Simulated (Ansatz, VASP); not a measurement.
## InAs: VASP beside Ansatz

```xyz
2
Lattice="0.0000 3.0542 3.0542 3.0542 0.0000 3.0542 3.0542 3.0542 0.0000" Properties=species:S:1:pos:R:3 pbc="T T T"
In    1.5271    1.5271    1.5271
As    0.0000    0.0000    0.0000
```

Alike in both runs: functional r2SCAN; k mesh 10 × 10 × 10; occupations gaussian, width 0.01 eV; no spin polarisation.

Ansatz relaxed the structure, and its values are those at the end. VASP's run is a single point on that final structure, the one shown.

|  | VASP | Ansatz |
| --- | --- | --- |
| version | VASP 6.6.1 | Ansatz 0.2.0 |
| potentials or method | VASP PAW PBE potentials, release 64 (In_d, As), cutoff 520 eV | scalar-relativistic, plane waves, PAW |
| valence electrons in the cell | 18 | 28 |

|  | VASP | Ansatz | Ansatz less VASP |
| --- | --- | --- | --- |
| gap on the k mesh at the Fermi level (eV) | 0.08 | 0.08 | -0.001 |
| least direct gap on the mesh (eV) | 0.08 | 0.08 | -0.001 |
| pressure (GPa) | 0.0 | 0.0 | -0.02 |

VASP's potentials were made for PBE, not for r2SCAN. VASP's potentials hold 18 valence electrons a cell and Ansatz's 28, so a difference there can come from the potentials and not from the codes.
